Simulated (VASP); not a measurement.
Here is a VASP 6.6.1 calculation.

File INCAR:

```
PREC = Accurate
ENCUT = 520
EDIFF = 1E-6
ISMEAR = -1
SIGMA = 0.02
LREAL = F
LASPH = T
NELM = 60
ALGO = Normal
ISIF = 2
LWAVE = F
LCHARG = T
GGA = PE
LELF = T
LVHAR = T
NBANDS = 19
```

File KPOINTS:

```
Automatic mesh
0
Gamma
  6 6 6
```

File POSCAR:

```
Ba2C
1.0
    0.0000000000      3.4811613807      3.4811613807
    3.4811613807      0.0000000000      3.4811613807
    3.4811613807      3.4811613807      0.0000000000
C Ba
1 2
Direct
    0.0000000000      0.0000000000      0.0000000000
    0.2500000000      0.2500000000      0.2500000000
    0.7500000000      0.7500000000      0.7500000000
```

Potentials or basis: VASP PAW PBE potentials, release 64 (C, Ba_sv).

The run is started by

```bash
$ cat potpaw_PBE.64/C/POTCAR potpaw_PBE.64/Ba_sv/POTCAR > POTCAR
$ mpirun -np 1 vasp_std > vasp.out
```

What does it give for the band gap on the k mesh?

Zero (band 12 reaches 3.52 eV, above the bottom of band 13 at 3.42 eV).

What does it give for the pressure?

2.5 GPa.

Caveat: spin-orbit coupling is left out, which moves the levels of the heavy elements.
